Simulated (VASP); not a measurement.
# ZnO (P6_3mc) in VASP: further runs

ZnO is run at these levels: LDA; tasks: single point, relaxation of cell and atoms.

All numbers are computed with VASP 6.6.1; they aren't measurements. Logs are shortened: lines on timing, memory, paths and dates and some standing lists are left out, and cuts for length are marked.

### Step 1. The cell of the first run

The structure is hexagonal, space group P6_3mc (No. 186). Conventional cell: a = 3.181 Å, b = 3.181 Å, c = 5.142 Å, α = 90.00°, β = 90.00°, γ = 120.00°. Zn (site symmetry 3m) has 4 O at 1.94 to 1.95 Å within 2.6 Å. Within 2.6 Å of O (site symmetry 3m) lie 4 Zn at 1.94 to 1.95 Å.

### Step 2. Single point, LDA

The input, INCAR:

```
SYSTEM = ZnO
PREC = Accurate
ENCUT = 520
EDIFF = 1E-6
ISMEAR = 0
SIGMA = 0.01
LREAL = .False.
LASPH = .True.
NELM = 80
ALGO = Normal
ISIF = 2
LWAVE = .False.
LCHARG = .False.
NBANDS = 26
```

The input, KPOINTS:

```
regular mesh
0
Gamma
  8 8 4
  0 0 0
```

The input, POSCAR:

```
ZnO
1.0
    3.1805078030      0.0000000000      0.0000000000
   -1.5902539015      2.7544005543      0.0000000000
    0.0000000000      0.0000000000      5.1418750520
Zn O
2 2
Direct
    0.3333333333      0.6666666667      0.5002872504
    0.6666666667      0.3333333333      0.0002872504
    0.6666666667      0.3333333333      0.3787227496
    0.3333333333      0.6666666667      0.8787227496
```

Potentials or basis: VASP PAW LDA potentials, release 64 (Zn, O).

Started as:

```bash
cat potpaw_LDA.64/Zn/POTCAR potpaw_LDA.64/O/POTCAR > POTCAR
mpirun -np 1 vasp_std > vasp.out
```

OUTCAR:

```text
SYSTEM = ZnO
   PREC = Accurate
   ENCUT = 520
   EDIFF = 1E-6
   ISMEAR = 0
   LREAL = .False.
   LASPH = .True.
   NELM = 80
   ISIF = 2

 ion  position               nearest neighbor table
   1  0.333  0.667  0.500-   3 1.94   3 1.94   3 1.94   4 1.95
   2  0.667  0.333  0.000-   4 1.94   4 1.94   4 1.94   3 1.95
   3  0.667  0.333  0.379-   1 1.94   1 1.94   1 1.94   2 1.95
   4  0.333  0.667  0.879-   2 1.94   2 1.94   2 1.94   1 1.95

  LATTYP: Found a hexagonal cell.
 ALAT       =     3.1805078030
 C/A-ratio  =     1.6166836777

  Lattice vectors:

 A1 = (   3.1805078030,   0.0000000000,   0.0000000000)
 A2 = (  -1.5902539015,   2.7544005543,   0.0000000000)
 A3 = (   0.0000000000,   0.0000000000,   5.1418750520)

Analysis of symmetry for initial positions (statically):
=====================================================================
 Subroutine PRICEL returns:
 Original cell was already a primitive cell.

 Routine SETGRP: Setting up the symmetry group for a
 hexagonal supercell.

 Subroutine GETGRP returns: Found 12 space group operations
 (whereof  6 operations were pure point group operations)
 out of a pool of 24 trial point group operations.

The static configuration has the point symmetry C_3v.
 The point group associated with its full space group is C_6v.

Analysis of symmetry for dynamics (positions and initial velocities):
=====================================================================
 Subroutine PRICEL returns:
 Original cell was already a primitive cell.

 Routine SETGRP: Setting up the symmetry group for a
 hexagonal supercell.

 Subroutine GETGRP returns: Found 12 space group operations
 (whereof  6 operations were pure point group operations)
 out of a pool of 24 trial point group operations.

The dynamic configuration has the point symmetry C_3v.
 The point group associated with its full space group is C_6v.

 Subroutine INISYM returns: Found 12 space group operations
 (whereof  6 operations are pure point group operations),
 and found     1 'primitive' translations

----------------------------------------------------------------------------------------

                                     Primitive cell

  volume of cell :      45.0448

  direct lattice vectors                    reciprocal lattice vectors
     3.180507803  0.000000000  0.000000000     0.314415201  0.181527701  0.000000000
    -1.590253901  2.754400554  0.000000000     0.000000000  0.363055402  0.000000000
     0.000000000  0.000000000  5.141875052     0.000000000  0.000000000  0.194481583

  length of vectors
[... 82 lines left out ...]
   LSORBIT =      F    spin-orbit coupling
   LASPH  =      T    aspherical Exc in radial PAW
   ENCUT  =  520.0 eV  38.22 Ry    6.18 a.u.   5.91  5.91  9.56*2*pi/ulx,y,z
   NELM   =     80;   NELMIN=  2; NELMDL= -5     # of ELM steps
   EDIFF  = 0.1E-05   stopping-criterion for ELM
   LREAL  =      F    real-space projection
[... 7 lines left out ...]
   TEBEG  =    0.0;   TEEND  =   0.0 temperature during run
   PSTRESS=    0.0 pullay stress
   NELECT =      36.0000    total number of electrons
   NUPDOWN=      -1.0000    fix difference up-down
   EMIN   =  10.00;   EMAX   =-10.00  energy-range for DOS
   EFERMI =   0.00;   METHOD = LEGACY
   ISMEAR =     0;   SIGMA  =   0.01  broadening in eV -4-tet -1-fermi 0-gaus
   EFERMI_NEDOS =   21; number of points for ismear=-14 and -15
   IALGO  =     38    algorithm
   IMIX   =      4    mixing-type and parameters
     AMIX     =   0.40;   BMIX     =  1.00
     AMIX_MAG =   1.60;   BMIX_MAG =  1.00
  volume/ion in A,a.u.               =      11.26        75.99
  Fermi-wavevector in a.u.,A,eV,Ry     =   1.519243  2.870953 31.403606  2.308100
  Thomas-Fermi vector in A             =   2.628255
   LORBIT       =      0    0 simple, 1 ext, 2 COOP (PROOUT), +10 PAW based schemes
   GGA     = CA    functional components
   LHFCALC =     F    Hartree Fock is set to
   AEXX    =    0.0000 exact exchange contribution
   IVDW    =     0    specifies the selected vdW correction
   LEPSILON=     F    determine dielectric tensor
   LRPA    =     F    only Hartree local field effects (RPA)
 non-spin polarized calculation
 Gauss-broadening in eV      SIGMA  =   0.01
  energy-cutoff  :      520.00
  volume of cell :       45.04
 maximum number of plane-waves:      1224
 NGX is ok and might be reduce to    24
   NGX = 11   NGY = 11   NGZ = 19

 number of electron      35.9999978 magnetization

 Free energy of the ion-electron system (eV)
  ---------------------------------------------------
  ext. energy  EPLUGINS =         0.00000000
  ---------------------------------------------------
  free energy    TOTEN  =       -21.15267113 eV

  energy without entropy =      -21.15267113  energy(sigma->0) =      -21.15267113

 E-fermi :   1.5166     XC(G=0): -11.7589

 val. band max:        1.4141619357   @ k =   0.0000   0.0000   0.0000
 cond. band min:       2.2322415958   @ k =   0.0000   0.0000   0.0000
 fundamental gap:      0.8180796601
 Fermi energy:         1.5165917960

 k-point     1 :       0.0000    0.0000    0.0000
  band No.  band energies     occupation
      1     -16.8655      2.00000
      2     -16.0115      2.00000
      3      -4.7634      2.00000
      4      -4.6536      2.00000
      5      -4.6536      2.00000
      6      -4.6143      2.00000
[... 685 lines left out ...]
     25      15.2525      0.00000
     26      15.2525      0.00000

 [... further k-points ...]

------------------------ aborting loop because EDIFF is reached ----------------------------------------

  FORCE on cell =-STRESS in cart. coord.  units (eV):
  Direction    XX          YY          ZZ          XY          YZ          ZX
  --------------------------------------------------------------------------------------
  -------------------------------------------------------------------------------------
  Total        0.6193429      0.6193429      0.6092767      0.0000000      0.0000000      0.0000000
  in kB       22.0290949     22.0290949     21.6710550      0.0000000      0.0000000      0.0000000
  external PRESSURE =      21.9097483 kB  Pullay stress =       0.0000000 kB

 VOLUME and BASIS-vectors are now :
 -----------------------------------------------------------------------------
  energy-cutoff  :      520.00
  volume of cell :       45.04
      direct lattice vectors                 reciprocal lattice vectors
     3.180507803  0.000000000  0.000000000     0.314415201  0.181527701  0.000000000
    -1.590253901  2.754400554  0.000000000     0.000000000  0.363055402  0.000000000
     0.000000000  0.000000000  5.141875052     0.000000000  0.000000000  0.194481583

 POSITION                                       TOTAL-FORCE (eV/Angst)
 -----------------------------------------------------------------------------------
     -0.00000      1.83627      2.57241         0.000000      0.000000      0.002362
      1.59025      0.91813      0.00148         0.000000      0.000000      0.002362
      1.59025      0.91813      1.94735        -0.000000     -0.000000     -0.002362
     -0.00000      1.83627      4.51828        -0.000000      0.000000     -0.002362
 -----------------------------------------------------------------------------------
    total drift:                                0.000001      0.000001      0.000218

  FREE ENERGIE OF THE ION-ELECTRON SYSTEM (eV)
  ---------------------------------------------------
  free  energy   TOTEN  =       -21.1526711254 eV

  energy  without entropy=      -21.1526711254  energy(sigma->0) =      -21.15267113
```

OSZICAR:

```text
N       E                     dE             d eps       ncg     rms          rms(c)
DAV:   1     0.288592315338E+03    0.28859E+03   -0.18356E+04  1592   0.206E+03
DAV:   2     0.736622006035E+01   -0.28123E+03   -0.26435E+03  1642   0.412E+02
DAV:   3    -0.236097330264E+02   -0.30976E+02   -0.30569E+02  1712   0.140E+02
DAV:   4    -0.242339917333E+02   -0.62426E+00   -0.62282E+00  1762   0.200E+01
DAV:   5    -0.242370480271E+02   -0.30563E-02   -0.30562E-02  1672   0.146E+00    0.158E+01
DAV:   6    -0.210464314057E+02    0.31906E+01   -0.59076E+00  2418   0.604E+01    0.101E+01
DAV:   7    -0.212185281148E+02   -0.17210E+00   -0.27578E+00  1618   0.164E+01    0.592E+00
DAV:   8    -0.212040201705E+02    0.14508E-01   -0.55456E-01  2114   0.728E+00    0.168E+00
DAV:   9    -0.211503103062E+02    0.53710E-01   -0.10618E-01  2278   0.674E+00    0.320E-01
DAV:  10    -0.211527292477E+02   -0.24189E-02   -0.37379E-02  1582   0.133E+00    0.932E-02
DAV:  11    -0.211526677396E+02    0.61508E-04   -0.40779E-04  1996   0.245E-01    0.212E-02
DAV:  12    -0.211526705623E+02   -0.28226E-05   -0.56854E-05  1868   0.229E-01    0.850E-03
DAV:  13    -0.211526711254E+02   -0.56313E-06   -0.72822E-06  1850   0.873E-02
   1 F= -.21152671E+02 E0= -.21152671E+02  d E =-.119756E-49
```

Run time: 24 s. Hardware: 1 thread of Intel Xeon 8259CL, shared host; peak memory 0.16 GiB.

Results:

* Free energy: -21.1527 eV
* Pressure: 2.2 GPa
* Band gap on the k mesh: 0.82 eV

Forces in eV/Å, atoms in the order of the input:
```
Zn   0.000  0.000  0.002
Zn   0.000  0.000  0.002
O    0.000  0.000 -0.002
O    0.000  0.000 -0.002
```

### Step 3. Relaxation of cell and atoms, LDA, target pressure 1 GPa, at which the enthalpy is minimised

This run uses another cell than the first one, of 11.33 Å³/atom.

The input, INCAR:

```
SYSTEM = ZnO
ALGO = Normal
EDIFF = 1E-6
EDIFFG = -0.002
ENCUT = 600
GGA = CA
IBRION = 2
ISIF = 3
ISMEAR = 0
LASPH = .True.
LCHARG = .False.
LREAL = .False.
LWAVE = .False.
NELM = 100
NSW = 100
PREC = Accurate
PSTRESS = 10.0
SIGMA = 0.01
```

The input, KPOINTS:

```
k-points
0
Gamma
  8 8 4
  0 0 0
```

The input, POSCAR:

```
ZnO
1.0
    3.1871169014      0.0000000000      0.0000000000
   -1.5935584507      2.7601242015      0.0000000000
    0.0000000000      0.0000000000      5.1524951181
Zn O
2 2
Direct
    0.3333333333      0.6666666667      0.5002882381
    0.6666666667      0.3333333333      0.0002882381
    0.6666666667      0.3333333333      0.3787217619
    0.3333333333      0.6666666667      0.8787217619
```

Potentials or basis: VASP PAW LDA potentials, release 64 (Zn, O).

Started as:

```bash
cat potpaw_LDA.64/Zn/POTCAR potpaw_LDA.64/O/POTCAR > POTCAR
mpirun -np 1 vasp_std > vasp.out
```

It took 60 s on 1 thread of Intel Xeon 8259CL, shared host; peak memory 0.17 GiB.

The run converged. Its results:

```yaml
Free_energy: -21.1611 eV
Pressure_after_relaxing: 1.0 GPa
Band_gap_on_the_k_mesh: 0.81 eV
```

Final structure:
```
Zn O
1.0
     3.18712    0.00000    0.00000
    -1.59356    2.76012    0.00000
     0.00000    0.00000    5.15250
Zn O
2 2
Cartesian
  0.0000 1.8401 2.5777
  1.5936 0.9200 0.0015
  1.5936 0.9200 1.9514
  0.0000 1.8401 4.5276
```

Levels at points of the mesh, in eV from the valence-band top:
| k point | band 14 | band 15 | band 16 | band 17 | band 18 | band 19 | band 20 | band 21 | band 22 |
| --- | --- | --- | --- | --- | --- | --- | --- | --- | --- |
| (0.00, 0.00, 0.00) | -0.86 | -0.86 | -0.11 | 0.00 | 0.00 | 0.81 | 5.29 | 8.20 | 12.97 |
| (0.50, 0.00, 0.00) | -3.77 | -3.03 | -2.45 | -1.41 | -0.91 | 5.89 | 6.77 | 7.45 | 8.72 |
| (0.00, 0.00, 0.50) | -2.32 | -0.43 | -0.43 | -0.43 | -0.43 | 3.50 | 3.50 | 10.06 | 10.06 |
| (0.50, 0.00, 0.50) | -3.93 | -1.63 | -1.63 | -1.50 | -1.50 | 5.64 | 5.64 | 8.58 | 8.58 |

Caveat: the cell is relaxed towards a set pressure, so the run minimises the enthalpy, not the energy.

### Step 4. Relaxation of cell and atoms, LDA, target pressure 2 GPa, at which the enthalpy is minimised

This run uses another cell than the first one, of 11.33 Å³/atom.

The input, INCAR:

```
PREC = Accurate
ENCUT = 600
EDIFF = 1E-6
ISMEAR = 0
SIGMA = 0.01
LREAL = False
LASPH = True
NELM = 80
ALGO = Normal
ISIF = 3
LWAVE = False
LCHARG = False
GGA = CA
IBRION = 2
NSW = 100
EDIFFG = -0.002
PSTRESS = 20.0
```

The input, KPOINTS:

```
regular mesh
0
Gamma
  8 8 4
```

POSCAR is that of step 3.

Started as:

```bash
cat potpaw_LDA.64/Zn/POTCAR potpaw_LDA.64/O/POTCAR > POTCAR
mpirun -np 1 vasp_std > vasp.out
```

It took 2.7 min on 1 thread of Intel Xeon 8259CL, shared host; peak memory 0.18 GiB.

It converged, with:

```yaml
Free_energy: -21.1590 eV
Relaxed_volume: 11.27 Å³/atom
Relaxed_cell: a = 3.182 Å, b = 3.182 Å, c = 5.144 Å, α = 90.00°, β = 90.00°, γ = 120.00°
Space_group_after_relaxing_to_0.1_Å: P6_3mc (No. 186)
Energy_change_on_relaxing_the_run_minimises_the_enthalpy: +0.5 meV/atom
Ionic_steps: 5
Pressure_after_relaxing: 2.0 GPa
Band_gap_on_the_k_mesh: 0.82 eV
```

Step by step:
```
step  energy change (eV)  largest force (eV/Å)  pressure (GPa)  volume (Å³)
   1              0.0000                0.0014            0.98        45.33
   2              0.0057                0.0012            2.72        44.86
   3              0.0022                0.0013            2.04        45.09
   4              0.0021                0.0013            1.92        45.10
   5              0.0021                0.0012            1.98        45.10
```

Final structure:
```xyz
4
Lattice="3.1818 0.0000 0.0000 -1.5909 2.7555 0.0000 0.0000 0.0000 5.1438" Properties=species:S:1:pos:R:3 pbc="T T T"
Zn    0.0000    1.8370    2.5734
Zn    1.5909    0.9185    0.0015
O     1.5909    0.9185    1.9480
O     0.0000    1.8370    4.5199
```

Levels at points of the mesh, in eV from the valence-band top:
```csv
k point,band 16,band 17,band 18,band 19,band 20,band 21
"(0.00, 0.00, 0.00)",-0.11,0.00,0.00,0.82,5.31,8.22
"(0.50, 0.00, 0.00)",-2.47,-1.41,-0.91,5.91,6.78,7.46
"(0.00, 0.00, 0.50)",-0.43,-0.43,-0.43,3.51,3.51,10.08
"(0.50, 0.00, 0.50)",-1.64,-1.51,-1.51,5.65,5.65,8.61
```

Caveat: the cell is relaxed towards a set pressure, so the run minimises the enthalpy, not the energy.

### Step 5. Relaxation of cell and atoms, LDA, target pressure 4 GPa, at which the enthalpy is minimised

This run uses another cell than the first one, of 11.33 Å³/atom.

INCAR: that of step 4 with these lines changed.

```diff
@@ -2,3 +2,3 @@
 ENCUT = 600
-EDIFF = 1E-6
+EDIFF = 1E-7
 ISMEAR = 0
@@ -16,2 +16,2 @@
 EDIFFG = -0.002
-PSTRESS = 20.0
+PSTRESS = 40.0
```

KPOINTS is that of step 4.

POSCAR is that of step 4.

Started as:

```bash
cat potpaw_LDA.64/Zn/POTCAR potpaw_LDA.64/O/POTCAR > POTCAR
mpirun -np 1 vasp_std > vasp.out
```

It took 6.4 min on 1 thread of Intel Xeon 8259CL, shared host; peak memory 0.18 GiB.

The run converged. Its results:

* Free energy: -21.1492 eV
* Relaxed volume: 11.14 Å³/atom
* Relaxed cell: a = 3.169 Å, b = 3.169 Å, c = 5.124 Å, α = 90.00°, β = 90.00°, γ = 120.00°
* Space group after relaxing (to 0.1 Å): P6_3mc (No. 186)
* Energy change on relaxing (the run minimises the enthalpy): +3.0 meV/atom
* Ionic steps: 10
* Pressure after relaxing: 4.0 GPa
* Band gap on the k mesh: 0.84 eV

Step by step:
```
step  energy change (eV)  largest force (eV/Å)  pressure (GPa)  volume (Å³)
   1              0.0000                0.0014            1.08        45.33
   2              0.0307                0.0030            6.41        43.98
   3              0.0119                0.0024            4.00        44.56
   4              0.0116                0.0023            3.96        44.58
   5              0.0116                0.0008            3.93        44.58
   6              0.0116                0.0004            3.94        44.58
   7              0.0116                0.0010            3.97        44.58
   8              0.0117                0.0010            3.98        44.58
   9              0.0118                0.0006            3.96        44.57
  10              0.0120                0.0005            3.98        44.56
```

Final structure:
```cif
data_structure
_symmetry_space_group_name_H-M 'P 1'
_symmetry_Int_Tables_number 1
_cell_length_a 3.1691
_cell_length_b 3.1691
_cell_length_c 5.1237
_cell_angle_alpha 90.000
_cell_angle_beta 90.000
_cell_angle_gamma 120.000
_cell_volume 44.56
loop_
_atom_site_label
_atom_site_type_symbol
_atom_site_fract_x
_atom_site_fract_y
_atom_site_fract_z
_atom_site_occupancy
Zn1 Zn 0.33333 0.66667 0.50034 1
Zn2 Zn 0.66667 0.33333 0.00034 1
O1 O 0.66667 0.33333 0.37867 1
O2 O 0.33333 0.66667 0.87867 1
```

Levels at points of the mesh, in eV from the valence-band top:
```tsv
k point	band 15	band 16	band 17	band 18	band 19	band 20	band 21	band 22
(0.00, 0.00, 0.00)	-0.88	-0.11	0.00	0.00	0.84	5.36	8.26	13.05
(0.50, 0.00, 0.00)	-3.08	-2.51	-1.43	-0.93	5.97	6.79	7.47	8.83
(0.00, 0.00, 0.50)	-0.44	-0.44	-0.44	-0.44	3.54	3.54	10.12	10.12
(0.50, 0.00, 0.50)	-1.67	-1.67	-1.53	-1.53	5.67	5.67	8.68	8.68
```

Caveat: the cell is relaxed towards a set pressure, so the run minimises the enthalpy, not the energy. LDA usually gives volumes a few per cent too small.

### Step 6. Overview

| task | cell | cutoff (eV) | gap on the mesh (eV) | pressure (GPa) |
| --- | --- | --- | --- | --- |
| single point | a = 3.181, b = 3.181, c = 5.142 Å, angles 90.0, 90.0, 120.0°, 4 atoms | 520 | 0.82 | 2.2 |
| relaxation of cell and atoms | relaxed to 1 GPa from a = 3.187, b = 3.187, c = 5.152 Å, angles 90.0, 90.0, 120.0°, 4 atoms | 600 | 0.81 | 1.0 |
| relaxation of cell and atoms | relaxed to 2 GPa from a = 3.187, b = 3.187, c = 5.152 Å, angles 90.0, 90.0, 120.0°, 4 atoms | 600 | 0.82 | 2.0 |
| relaxation of cell and atoms | relaxed to 4 GPa from a = 3.187, b = 3.187, c = 5.152 Å, angles 90.0, 90.0, 120.0°, 4 atoms | 600 | 0.84 | 4.0 |

Alike in all rows: level LDA; potentials or basis VASP PAW LDA potentials, release 64 (Zn, O); no spin polarisation; k mesh 8 × 8 × 4; smearing gaussian 0.01 eV.

Caveats: the cell is relaxed towards a set pressure, so the run minimises the enthalpy, not the energy (at least some runs).

Absolute energies hang on the potentials; compare differences alone.
